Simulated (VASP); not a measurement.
# PbF2 (Fm-3m) in VASP: molecular dynamics with PBE+D3(BJ)

Aim: the molecular dynamics of PbF2 with PBE+D3(BJ).

Everything below comes from runs of VASP 6.6.1. Logs are shortened: lines on timing, memory, paths and dates and some standing lists are left out, and cuts for length are marked.

**1. The cell of the first run**

It takes space group Fm-3m (No. 225, cubic). Conventional cell: a = 5.916 Å, b = 5.916 Å, c = 5.916 Å, α = 90.00°, β = 90.00°, γ = 90.00°. Pb (site symmetry m-3m) has 8 F at 2.56 Å within 3.4 Å. F (site symmetry -43m) has 4 Pb at 2.56 Å and 6 F at 2.96 Å within 3.4 Å.

**2. Molecular dynamics, PBE+D3(BJ)**

The input, INCAR:

```
SYSTEM = PbF2
PREC = Accurate
ENCUT = 520
EDIFF = 1E-5
ISMEAR = -1
SIGMA = 0.05
LREAL = Auto
LASPH = .True.
NELM = 100
ALGO = Normal
ISIF = 2
LWAVE = .False.
LCHARG = .False.
GGA = PE
IVDW = 12
IBRION = 0
NSW = 40
POTIM = 2.0
TEBEG = 500.0
TEEND = 500.0
ISYM = 0
NELMIN = 4
RANDOM_SEED = 276871 0 0
MDALGO = 2
SMASS = 0
```

The input, KPOINTS:

```
Automatic mesh
0
Gamma
  1 1 1
  0 0 0
```

The input, POSCAR:

```
PbF2
1.0
    0.0000000000      5.9158970000      5.9158970000
    5.9158970000      0.0000000000      5.9158970000
    5.9158970000      5.9158970000      0.0000000000
Pb F
8 16
Direct
    0.0000000000      0.0000000000      0.0000000000
    0.0000000000      0.0000000000      0.5000000000
    0.0000000000      0.5000000000      0.0000000000
    0.0000000000      0.5000000000      0.5000000000
    0.5000000000      0.0000000000      0.0000000000
    0.5000000000      0.0000000000      0.5000000000
    0.5000000000      0.5000000000      0.0000000000
    0.5000000000      0.5000000000      0.5000000000
    0.3750000000      0.3750000000      0.3750000000
    0.1250000000      0.1250000000      0.1250000000
    0.3750000000      0.3750000000      0.8750000000
    0.1250000000      0.1250000000      0.6250000000
    0.3750000000      0.8750000000      0.3750000000
    0.1250000000      0.6250000000      0.1250000000
    0.3750000000      0.8750000000      0.8750000000
    0.1250000000      0.6250000000      0.6250000000
    0.8750000000      0.3750000000      0.3750000000
    0.6250000000      0.1250000000      0.1250000000
    0.8750000000      0.3750000000      0.8750000000
    0.6250000000      0.1250000000      0.6250000000
    0.8750000000      0.8750000000      0.3750000000
    0.6250000000      0.6250000000      0.1250000000
    0.8750000000      0.8750000000      0.8750000000
    0.6250000000      0.6250000000      0.6250000000
```

Potentials or basis: VASP PAW PBE potentials, release 64 (Pb_d, F).

Started as:

```bash
cat potpaw_PBE.64/Pb_d/POTCAR potpaw_PBE.64/F/POTCAR > POTCAR
mpirun -np 1 vasp_gam > vasp.out
```

OUTCAR:

```text
SYSTEM = PbF2
   PREC = Accurate
   ENCUT = 520
   EDIFF = 1E-5
   ISMEAR = -1
   LREAL = Auto
   LASPH = .True.
   NELM = 100
   ISIF = 2
   GGA = PE
   IVDW = 12
   IBRION = 0
   NSW = 40
   POTIM = 2.0
   TEBEG = 500.0
   ISYM = 0
   NELMIN = 4
 IVDW          = 12

 ion  position               nearest neighbor table
   1  0.000  0.000  0.000-  12 2.56  21 2.56  14 2.56  15 2.56  18 2.56  19 2.56  10 2.56  23 2.56

   2  0.000  0.000  0.500-  10 2.56  23 2.56  13 2.56  16 2.56  17 2.56  20 2.56  21 2.56  12 2.56

   3  0.000  0.500  0.000-  16 2.56  17 2.56  14 2.56  10 2.56  11 2.56  19 2.56  22 2.56  23 2.56
[... 13 lines left out ...]
  11  0.375  0.375  0.875-   8 2.56   5 2.56   7 2.56   3 2.56
  12  0.125  0.125  0.625-   1 2.56   2 2.56   4 2.56   6 2.56
  13  0.375  0.875  0.375-   5 2.56   2 2.56   6 2.56   8 2.56
  14  0.125  0.625  0.125-   4 2.56   3 2.56   1 2.56   7 2.56
[... 8 lines left out ...]
  23  0.875  0.875  0.875-   2 2.56   1 2.56   3 2.56   5 2.56
  24  0.625  0.625  0.625-   7 2.56   6 2.56   4 2.56   8 2.56

IMPORTANT INFORMATION: All symmetrisations will be switched off!
NOSYMM: (Re-)initialisation of all symmetry stuff for point group C_1.

----------------------------------------------------------------------------------------

                                     Primitive cell

  volume of cell :     414.0872

  direct lattice vectors                    reciprocal lattice vectors
     0.000000000  5.915897000  5.915897000    -0.084518037  0.084518037  0.084518037
     5.915897000  0.000000000  5.915897000     0.084518037 -0.084518037  0.084518037
     5.915897000  5.915897000  0.000000000     0.084518037  0.084518037 -0.084518037

  length of vectors
     8.366341771  8.366341771  8.366341771     0.146389534  0.146389534  0.146389534

  position of ions in fractional coordinates (direct lattice)
     0.000000000  0.000000000  0.000000000
     0.000000000  0.000000000  0.500000000
     0.000000000  0.500000000  0.000000000
     0.000000000  0.500000000  0.500000000
     0.500000000  0.000000000  0.000000000
     0.500000000  0.000000000  0.500000000
[... 16 lines left out ...]
     0.875000000  0.875000000  0.875000000
     0.625000000  0.625000000  0.625000000

  ion indices of the primitive-cell ions
   primitive index   ion index
                 1           1
                 2           2
                 3           3
                 4           4
                 5           5
                 6           6
[... 16 lines left out ...]
                23          23
                24          24

----------------------------------------------------------------------------------------

 KPOINTS: Automatic mesh

Automatic generation of k-mesh.
 Grid dimensions read from file:
[... 47 lines left out ...]
   ISIF   =      2    stress and relaxation
   ISYM   =      0    0-nonsym 1-usesym 2-fastsym
   POTIM  = 2.0000    time-step for ionic-motion
   TEBEG  =  500.0;   TEEND  = 500.0 temperature during run
   PSTRESS=    0.0 pullay stress
   NELECT =     224.0000    total number of electrons
   NUPDOWN=      -1.0000    fix difference up-down
   EMIN   =  10.00;   EMAX   =-10.00  energy-range for DOS
   EFERMI =   0.00;   METHOD = LEGACY
   ISMEAR =    -1;   SIGMA  =   0.05  broadening in eV -4-tet -1-fermi 0-gaus
   EFERMI_NEDOS =   21; number of points for ismear=-14 and -15
   IALGO  =     38    algorithm
   IMIX   =      4    mixing-type and parameters
     AMIX     =   0.40;   BMIX     =  1.00
     AMIX_MAG =   1.60;   BMIX_MAG =  1.00
  volume/ion in A,a.u.               =      17.25       116.43
  Fermi-wavevector in a.u.,A,eV,Ry     =   1.333911  2.520727 24.209104  1.779319
  Thomas-Fermi vector in A             =   2.462733
   LORBIT       =      0    0 simple, 1 ext, 2 COOP (PROOUT), +10 PAW based schemes
   GGA     = PE    functional components
   LHFCALC =     F    Hartree Fock is set to
   AEXX    =    0.0000 exact exchange contribution
   IVDW    =    12    specifies the selected vdW correction
   LEPSILON=     F    determine dielectric tensor
   LRPA    =     F    only Hartree local field effects (RPA)
 molecular dynamics for ions
 non-spin polarized calculation
  energy-cutoff  :      520.00
  volume of cell :      414.09
 maximum number of plane-waves:      5557
 NGX is ok and might be reduce to    64
   NGX = 31   NGY = 31   NGZ = 31

--------------------------------------- Ionic step        1  -------------------------------------------

 number of electron     224.0000011 magnetization

 Free energy of the ion-electron system (eV)
  ---------------------------------------------------
  ext. energy  EPLUGINS =         0.00000000
  ---------------------------------------------------
  free energy    TOTEN  =      -114.02483175 eV

  energy without entropy =     -114.02483175  energy(sigma->0) =     -114.02483175

------------------------ aborting loop because EDIFF is reached ----------------------------------------

 Edisp (eV)   -3.70417

 E8    (eV) :    -1.5949
[... 197 lines left out ...]
  ENERGY OF THE ELECTRON-ION-THERMOSTAT SYSTEM (eV)
  ---------------------------------------------------
% ion-electron   TOTEN  =      -117.698087  see above
  kinetic energy EKIN   =         1.456097
  kin. lattice  EKIN_LAT=         0.000000  (temperature  489.77 K)
  nose potential ES     =        -0.000187
  nose kinetic   EPS    =         0.000002
  ---------------------------------------------------
  total energy   ETOTAL =      -116.242175 eV

[... ionic steps 4 to 37 ...]

--------------------------------------- Ionic step       38  -------------------------------------------

 number of electron     224.0000004 magnetization

------------------------ aborting loop because EDIFF is reached ----------------------------------------
[... 139 lines left out ...]
--------------------------------------- Ionic step       40  -------------------------------------------

 number of electron     224.0000015 magnetization

 Free energy of the ion-electron system (eV)
  ---------------------------------------------------
  ext. energy  EPLUGINS =         0.00000000
  ---------------------------------------------------
  free energy    TOTEN  =      -111.28004067 eV

  energy without entropy =     -111.28004067  energy(sigma->0) =     -111.28004067

 E-fermi :   3.7531     XC(G=0):  -9.4046

 val. band max:        2.4924893112   @ k =   0.0000   0.0000   0.0000
 cond. band min:       5.9871564560   @ k =   0.0000   0.0000   0.0000
 fundamental gap:      3.4946671448
 Fermi energy:         3.7531095807

 k-point     1 :       0.0000    0.0000    0.0000
  band No.  band energies     occupation
      1     -20.0802      2.00000
      2     -19.7845      2.00000
      3     -19.6747      2.00000
      4     -19.5176      2.00000
      5     -19.4754      2.00000
      6     -19.4128      2.00000
[... 116 lines left out ...]
    123       9.3002      0.00000
    124       9.4542      0.00000
 [bands above 124 left out]

------------------------ aborting loop because EDIFF is reached ----------------------------------------

 Edisp (eV)   -3.70658

 E8    (eV) :    -1.5965
[... 53 lines left out ...]
  ENERGY OF THE ELECTRON-ION-THERMOSTAT SYSTEM (eV)
  ---------------------------------------------------
% ion-electron   TOTEN  =      -114.986619  see above
  kinetic energy EKIN   =         1.361582
  kin. lattice  EKIN_LAT=         0.000000  (temperature  457.98 K)
  nose potential ES     =        -2.626641
  nose kinetic   EPS    =         0.009693
  ---------------------------------------------------
  total energy   ETOTAL =      -116.241986 eV
```

Run time: 26 min. Hardware: 1 thread of Intel Xeon Platinum 8488C (Sapphire Rapids), shared host; peak memory 0.68 GiB.

What came out:

| Property | Result |
| --- | --- |
| Dispersion energy per atom | -0.154 eV |

Step by step:
| step | potential energy change (eV) | largest force (eV/Å) | pressure (GPa) | volume (Å³) | temperature (K) |
| --- | --- | --- | --- | --- | --- |
| 1 | 0.0000 | 0.0005 | 2.01 | 414.09 | 500 |
| 2 | 0.0076 | 0.1022 | 2.06 | 414.09 | 497 |
| 3 | 0.0309 | 0.2067 | 2.00 | 414.09 | 490 |
| 4 | 0.0688 | 0.3150 | 2.22 | 414.09 | 477 |
| 5 | 0.1201 | 0.4214 | 2.29 | 414.09 | 461 |
| 6 | 0.1832 | 0.5295 | 2.42 | 414.09 | 441 |
| 7 | 0.2560 | 0.6356 | 2.46 | 414.09 | 420 |
| 8 | 0.3362 | 0.7380 | 2.54 | 414.09 | 397 |
| 9 | 0.4212 | 0.8391 | 2.68 | 414.09 | 375 |
| 10 | 0.5083 | 0.9327 | 2.81 | 414.09 | 353 |
| 11 | 0.5950 | 1.0148 | 2.92 | 414.09 | 334 |
| 12 | 0.6787 | 1.0833 | 3.01 | 414.09 | 318 |
| 13 | 0.7573 | 1.1391 | 3.16 | 414.09 | 306 |
| 14 | 0.8292 | 1.1783 | 3.27 | 414.09 | 299 |
| 15 | 0.8928 | 1.1996 | 3.37 | 414.09 | 297 |
| 16 | 0.9474 | 1.2024 | 3.48 | 414.09 | 301 |
| 17 | 0.9928 | 1.1883 | 3.58 | 414.09 | 312 |
| 18 | 1.0296 | 1.1526 | 3.68 | 414.09 | 330 |
| 19 | 1.0588 | 1.1024 | 3.76 | 414.09 | 355 |
| 20 | 1.0824 | 1.0812 | 3.85 | 414.09 | 388 |
| 21 | 1.1028 | 1.1168 | 3.93 | 414.09 | 429 |
| 22 | 1.1230 | 1.1416 | 4.01 | 414.09 | 475 |
| 23 | 1.1463 | 1.1638 | 4.13 | 414.09 | 528 |
| 24 | 1.1764 | 1.1785 | 4.22 | 414.09 | 583 |
| 25 | 1.2166 | 1.1874 | 4.35 | 414.09 | 640 |
| 26 | 1.2701 | 1.2285 | 4.47 | 414.09 | 694 |
| 27 | 1.3394 | 1.3141 | 4.62 | 414.09 | 740 |
| 28 | 1.4258 | 1.4027 | 4.82 | 414.09 | 777 |
| 29 | 1.5296 | 1.5056 | 5.00 | 414.09 | 799 |
| 30 | 1.6492 | 1.6169 | 5.23 | 414.09 | 805 |
| 31 | 1.7820 | 1.7404 | 5.44 | 414.09 | 795 |
| 32 | 1.9237 | 1.8709 | 5.67 | 414.09 | 769 |
| 33 | 2.0693 | 2.0041 | 5.91 | 414.09 | 732 |
| 34 | 2.2129 | 2.1425 | 6.11 | 414.09 | 686 |
| 35 | 2.3486 | 2.2833 | 6.31 | 414.09 | 636 |
| 36 | 2.4706 | 2.4187 | 6.44 | 414.09 | 588 |
| 37 | 2.5740 | 2.5386 | 6.58 | 414.09 | 543 |
| 38 | 2.6550 | 2.6420 | 6.66 | 414.09 | 506 |
| 39 | 2.7114 | 2.7310 | 6.73 | 414.09 | 477 |
| 40 | 2.7424 | 2.7845 | 6.73 | 414.09 | 458 |

Caveat: the k points lie up to 0.92 Å⁻¹ apart; spin-orbit coupling is left out, which moves the levels of the heavy elements.
